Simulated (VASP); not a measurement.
Wanted: the native input for a VASP 6.6.1 run.

```
Task                   : single point
Functional             : PBE
Potentials or basis    : VASP PAW PBE potentials, release 64 (Ge_d)
Cutoff                 : 520 eV
k mesh                 : 15 × 15 × 15
Occupations            : fermi-dirac, width 0.08 eV
Spin                   : no spin polarisation
Dipole correction      : no
Further INCAR settings : ALGO = Normal; EDIFF = 1e-06; NBANDS = 13
```

The structure of Ge lies in POSCAR:

```
Ge
1.0
    2.2859767169      0.0000000000      0.0000000000
    0.0000000000      2.2859767169      0.0000000000
    0.0000000000      0.0000000000      2.2859767169
Ge
1
Direct
    0.0000000000      0.0000000000      0.0000000000
```

This cell differs from its parent crystal: volume scaled by 0.6.

The input as run:

INCAR

```
SYSTEM = Ge
PREC = Accurate
ENCUT = 520
EDIFF = 1E-6
ISMEAR = -1
SIGMA = 0.08
LREAL = .FALSE.
LASPH = .TRUE.
NELM = 80
ALGO = Normal
ISIF = 2
LWAVE = .FALSE.
LCHARG = .FALSE.
GGA = PE
NBANDS = 13
```

KPOINTS

```
regular mesh
0
G
  15 15 15
  0 0 0
```

Potentials or basis: VASP PAW PBE potentials, release 64 (Ge_d).

The run is started by

```console
$ cat potpaw_PBE.64/Ge_d/POTCAR > POTCAR
$ mpirun -np 1 vasp_std > vasp.out
```

Results of the run:

The pressure is 113.8 GPa and the band gap on the k mesh is zero (band 7 reaches 22.37 eV, above the bottom of band 8 at 10.01 eV).

It took 5.6 s on 1 thread of Intel(R) Xeon(R) 6975P-C (Granite Rapids) (shared host), peak memory 0.13 GiB.
